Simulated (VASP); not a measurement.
# TePb (Fm-3m) in VASP: a series of runs

Aim: see how the results for TePb move with the level of theory and the settings. Levels: PBE+D3(BJ), PBE. Tasks: single point.

Everything below comes from runs of VASP 6.6.1. Logs are shortened: lines on timing, memory, paths and dates and some standing lists are left out, and cuts for length are marked.

## Step 1: The cell of the first run

The structure is cubic, space group Fm-3m (No. 225). The conventional cell has a = 6.454 Å, b = 6.454 Å, c = 6.454 Å, α = 90.00°, β = 90.00°, γ = 90.00°. Within 4.2 Å of Pb (site symmetry m-3m) lie 6 Te at 3.23 Å. Te (site symmetry m-3m) has 6 Pb at 3.23 Å within 4.2 Å.

## Step 2: Single point, PBE+D3(BJ)

INCAR

```
SYSTEM = TePb
  ALGO = Normal
  EDIFF = 1E-6
  ENCUT = 500
  GGA = PE
  GGA_COMPAT = .FALSE.
  ISIF = 2
  ISMEAR = 0
  IVDW = 12
  LASPH = .TRUE.
  LCHARG = .TRUE.
  LELF = .TRUE.
  LREAL = .FALSE.
  LVHAR = .TRUE.
  LWAVE = .FALSE.
  NBANDS = 17
  NELM = 120
  PREC = Accurate
  SIGMA = 0.05
```

KPOINTS

```
k-points
0
G
  6 6 6
  0 0 0
```

POSCAR

```
TePb
1.0
    0.0000000000      3.2270013417      3.2270013417
    3.2270013417      0.0000000000      3.2270013417
    3.2270013417      3.2270013417      0.0000000000
Pb Te
1 1
Direct
    0.5000000000      0.5000000000      0.5000000000
    0.0000000000      0.0000000000      0.0000000000
```

Potentials or basis: VASP PAW PBE potentials, release 64 (Pb_d, Te).

Command:

```bash
$ cat potpaw_PBE.64/Pb_d/POTCAR potpaw_PBE.64/Te/POTCAR > POTCAR
$ mpirun -np 1 vasp_std > vasp.out
```

OUTCAR:

```text
SYSTEM = TePb
   EDIFF = 1E-6
   ENCUT = 500
   GGA = PE
   ISIF = 2
   ISMEAR = 0
   IVDW = 12
   LASPH = .TRUE.
   LREAL = .FALSE.
   NELM = 120
   PREC = Accurate
 IVDW          = 12

 ion  position               nearest neighbor table
   1  0.500  0.500  0.500-   2 3.23   2 3.23   2 3.23   2 3.23   2 3.23   2 3.23
   2  0.000  0.000  0.000-   1 3.23   1 3.23   1 3.23   1 3.23   1 3.23   1 3.23

  LATTYP: Found a face centered cubic cell.
 ALAT       =     6.4540026834

  Lattice vectors:

 A1 = (   0.0000000000,   3.2270013417,   3.2270013417)
 A2 = (   3.2270013417,   0.0000000000,   3.2270013417)
 A3 = (   3.2270013417,   3.2270013417,   0.0000000000)

Analysis of symmetry for initial positions (statically):
=====================================================================
 Subroutine PRICEL returns:
 Original cell was already a primitive cell.

 Routine SETGRP: Setting up the symmetry group for a
 face centered cubic supercell.

 Subroutine GETGRP returns: Found 48 space group operations
 (whereof 48 operations were pure point group operations)
 out of a pool of 48 trial point group operations.

The static configuration has the point symmetry O_h .

Analysis of symmetry for dynamics (positions and initial velocities):
=====================================================================
 Subroutine PRICEL returns:
 Original cell was already a primitive cell.

 Routine SETGRP: Setting up the symmetry group for a
 face centered cubic supercell.

 Subroutine GETGRP returns: Found 48 space group operations
 (whereof 48 operations were pure point group operations)
 out of a pool of 48 trial point group operations.

The dynamic configuration has the point symmetry O_h .

 Subroutine INISYM returns: Found 48 space group operations
 (whereof 48 operations are pure point group operations),
 and found     1 'primitive' translations

----------------------------------------------------------------------------------------

                                     Primitive cell

  volume of cell :      67.2090

  direct lattice vectors                    reciprocal lattice vectors
     0.000000000  3.227001342  3.227001342    -0.154942607  0.154942607  0.154942607
     3.227001342  0.000000000  3.227001342     0.154942607 -0.154942607  0.154942607
     3.227001342  3.227001342  0.000000000     0.154942607  0.154942607 -0.154942607

  length of vectors
     4.563669063  4.563669063  4.563669063     0.268368467  0.268368467  0.268368467

  position of ions in fractional coordinates (direct lattice)
     0.500000000  0.500000000  0.500000000
     0.000000000  0.000000000  0.000000000

  ion indices of the primitive-cell ions
   primitive index   ion index
                 1           1
                 2           2

----------------------------------------------------------------------------------------

 KPOINTS: k-points

Automatic generation of k-mesh.
 Grid dimensions read from file:
 generate k-points for:    6    6    6

 Generating k-lattice:

  Cartesian coordinates                     Fractional coordinates (reciprocal lattice)
    -0.025823768  0.025823768  0.025823768     0.166666667  0.000000000  0.000000000
     0.025823768 -0.025823768  0.025823768     0.000000000  0.166666667  0.000000000
     0.025823768  0.025823768 -0.025823768     0.000000000  0.000000000  0.166666667

  Length of vectors
     0.044728078  0.044728078  0.044728078

  Shift w.r.t. Gamma in fractional coordinates (k-lattice)
     0.000000000  0.000000000  0.000000000

 Subroutine IBZKPT returns following result:
 ===========================================

 Found     16 irreducible k-points:

 Following reciprocal coordinates:
            Coordinates               Weight
  0.000000  0.000000  0.000000      1.000000
  0.166667  0.000000  0.000000      8.000000
  0.333333  0.000000  0.000000      8.000000
  0.500000  0.000000  0.000000      4.000000
  0.166667  0.166667  0.000000      6.000000
  0.333333  0.166667  0.000000     24.000000
[... 8 lines left out ...]
 -0.333333  0.333333  0.166667     24.000000
 -0.333333  0.500000  0.166667     12.000000
   k-points           NKPTS =     16   k-points in BZ     NKDIM =     16   number of bands    NBANDS=     17
   number of dos      NEDOS =    301   number of ions     NIONS =      2
   total plane-waves  NPLWV =  46656
   dimension x,y,z NGX =    36 NGY =   36 NGZ =   36
   dimension x,y,z NGXF=    72 NGYF=   72 NGZF=   72
   ions per type =               1   1
   NGX,Y,Z   is equivalent  to a cutoff of  13.11, 13.11, 13.11 a.u.
   NGXF,Y,Z  is equivalent  to a cutoff of  26.23, 26.23, 26.23 a.u.
 SYSTEM =  TePb
   PREC   = accura    normal or accurate (medium, high low for compatibility)
   ISTART =      0    job   : 0-new  1-cont  2-samecut
   ICHARG =      2    charge: 1-file 2-atom 10-const
   ISPIN  =      1    spin polarized calculation?
   LNONCOLLINEAR =      F non collinear calculations
   LSORBIT =      F    spin-orbit coupling
   LASPH  =      T    aspherical Exc in radial PAW
   ENCUT  =  500.0 eV  36.75 Ry    6.06 a.u.   8.32  8.32  8.32*2*pi/ulx,y,z
   NELM   =    120;   NELMIN=  2; NELMDL= -5     # of ELM steps
   EDIFF  = 0.1E-05   stopping-criterion for ELM
   LREAL  =      F    real-space projection
   EDIFFG = 0.1E-04   stopping-criterion for IOM
   NSW    =      0    number of steps for IOM
   IBRION =     -1    ionic relax: 0-MD 1-quasi-New 2-CG
   NFREE  =      0    steps in history (QN), initial steepest desc. (CG)
   ISIF   =      2    stress and relaxation
   ISYM   =      2    0-nonsym 1-usesym 2-fastsym
   POTIM  = 0.5000    time-step for ionic-motion
   TEBEG  =    0.0;   TEEND  =   0.0 temperature during run
   PSTRESS=    0.0 pullay stress
   NELECT =      20.0000    total number of electrons
   NUPDOWN=      -1.0000    fix difference up-down
   EMIN   =  10.00;   EMAX   =-10.00  energy-range for DOS
   EFERMI =   0.00;   METHOD = LEGACY
   ISMEAR =     0;   SIGMA  =   0.05  broadening in eV -4-tet -1-fermi 0-gaus
   EFERMI_NEDOS =   21; number of points for ismear=-14 and -15
   IALGO  =     38    algorithm
   IMIX   =      4    mixing-type and parameters
     AMIX     =   0.40;   BMIX     =  1.00
     AMIX_MAG =   1.60;   BMIX_MAG =  1.00
  volume/ion in A,a.u.               =      33.60       226.77
  Fermi-wavevector in a.u.,A,eV,Ry     =   1.092972  2.065418 16.253352  1.194588
  Thomas-Fermi vector in A             =   2.229248
   LORBIT       =      0    0 simple, 1 ext, 2 COOP (PROOUT), +10 PAW based schemes
   GGA     = PE    functional components
   LHFCALC =     F    Hartree Fock is set to
   AEXX    =    0.0000 exact exchange contribution
   IVDW    =    12    specifies the selected vdW correction
   LEPSILON=     F    determine dielectric tensor
   LRPA    =     F    only Hartree local field effects (RPA)
 non-spin polarized calculation
 Gauss-broadening in eV      SIGMA  =   0.05
  energy-cutoff  :      500.00
  volume of cell :       67.21
 maximum number of plane-waves:      1724
 NGX is ok and might be reduce to    36
   NGX = 17   NGY = 17   NGZ = 17

 number of electron      20.0000002 magnetization

 Free energy of the ion-electron system (eV)
  ---------------------------------------------------
  ext. energy  EPLUGINS =         0.00000000
  ---------------------------------------------------
  free energy    TOTEN  =        -7.49865316 eV

  energy without entropy =       -7.49865316  energy(sigma->0) =       -7.49865316

 E-fermi :   5.9773     XC(G=0):  -9.3176

 val. band max:        5.6745286009   @ k =   0.5000   0.0000   0.0000
 cond. band min:       6.4015783607   @ k =   0.5000   0.0000   0.0000
 fundamental gap:      0.7270497598
 Fermi energy:         5.9773335284

 k-point     1 :       0.0000    0.0000    0.0000
  band No.  band energies     occupation
      1     -11.0557      2.00000
      2     -11.0557      2.00000
      3     -11.0462      2.00000
      4     -11.0462      2.00000
      5     -11.0462      2.00000
      6      -6.3771      2.00000
[... 9 lines left out ...]
     16      11.4599      0.00000
     17      13.0232      0.00000

 k-point     2 :       0.1667    0.0000    0.0000
  band No.  band energies     occupation
      1     -11.0591      2.00000
      2     -11.0591      2.00000
      3     -11.0455      2.00000
      4     -11.0423      2.00000
      5     -11.0423      2.00000
      6      -6.1394      2.00000
[... 9 lines left out ...]
     16      11.9684      0.00000
     17      14.6784      0.00000

 k-point     3 :       0.3333    0.0000    0.0000
  band No.  band energies     occupation
      1     -11.0669      2.00000
      2     -11.0669      2.00000
      3     -11.0443      2.00000
      4     -11.0332      2.00000
      5     -11.0332      2.00000
      6      -5.4899      2.00000
[... 9 lines left out ...]
     16      13.3293      0.00000
     17      16.7038      0.00000

 k-point     4 :       0.5000    0.0000    0.0000
  band No.  band energies     occupation
      1     -11.0709      2.00000
      2     -11.0709      2.00000
      3     -11.0439      2.00000
      4     -11.0286      2.00000
      5     -11.0286      2.00000
      6      -4.9322      2.00000
[... 9 lines left out ...]
     16      14.9124      0.00000
     17      14.9262      0.00000
[... 183 lines left out ...]
      1     -11.0895      2.00000
      2     -11.0576      2.00000
      3     -11.0460      2.00000
      4     -11.0306      2.00000
      5     -11.0271      2.00000
      6      -5.0175      2.00000
[... 9 lines left out ...]
     16      14.7340      0.00000
     17      15.2337      0.00000

 k-point    15 :      -0.3333    0.3333    0.1667
  band No.  band energies     occupation
      1     -11.0928      2.00000
      2     -11.0605      2.00000
      3     -11.0389      2.00000
      4     -11.0365      2.00000
      5     -11.0233      2.00000
      6      -4.6330      2.00000
[... 9 lines left out ...]
     16      15.9346      0.00000
     17      16.1198      0.00000

 k-point    16 :      -0.3333    0.5000    0.1667
  band No.  band energies     occupation
      1     -11.1060      2.00000
      2     -11.0533      2.00000
      3     -11.0476      2.00000
      4     -11.0294      2.00000
      5     -11.0198      2.00000
      6      -4.5656      2.00000
[... 9 lines left out ...]
     16      16.4021      0.00000
     17      17.2381      0.00000

------------------------ aborting loop because EDIFF is reached ----------------------------------------

 Edisp (eV)   -0.80777

 E8    (eV) :    -0.3914

  FORCE on cell =-STRESS in cart. coord.  units (eV):
  Direction    XX          YY          ZZ          XY          YZ          ZX
  --------------------------------------------------------------------------------------
  -------------------------------------------------------------------------------------
  Total       0.11296     0.11296     0.11296     0.00000    -0.00000     0.00000
  in kB       2.69279     2.69279     2.69279     0.00000    -0.00000     0.00000
  external pressure =        2.69 kB  Pullay stress =        0.00 kB

 VOLUME and BASIS-vectors are now :
 -----------------------------------------------------------------------------
  energy-cutoff  :      500.00
  volume of cell :       67.21
      direct lattice vectors                 reciprocal lattice vectors
     0.000000000  3.227001342  3.227001342    -0.154942607  0.154942607  0.154942607
     3.227001342  0.000000000  3.227001342     0.154942607 -0.154942607  0.154942607
     3.227001342  3.227001342  0.000000000     0.154942607  0.154942607 -0.154942607

 POSITION                                       TOTAL-FORCE (eV/Angst)
 -----------------------------------------------------------------------------------
      3.22700      3.22700      3.22700         0.000000     -0.000000      0.000000
      0.00000      0.00000      0.00000         0.000000      0.000000     -0.000000
 -----------------------------------------------------------------------------------
    total drift:                                0.000000      0.000000      0.000000

  FREE ENERGIE OF THE ION-ELECTRON SYSTEM (eV)
  ---------------------------------------------------
  free  energy   TOTEN  =        -8.3064269585 eV

  energy  without entropy=       -8.3064269585  energy(sigma->0) =       -8.30642696
```

It took 18 s on 1 thread of Intel Xeon Platinum 8259CL at 2.50GHz (Skylake/Cascade Lake), shared host; peak memory 0.21 GiB.

What came out:

```
Free energy                : -8.3064 eV
Pressure                   : 0.3 GPa
Band gap on the k mesh     : 0.73 eV
Dispersion energy per atom : -0.404 eV
```

Caveat: three body term missing; spin-orbit coupling is left out, which moves the levels of the heavy elements. A k mesh can miss the band edges.

[end of part 1 of 2]
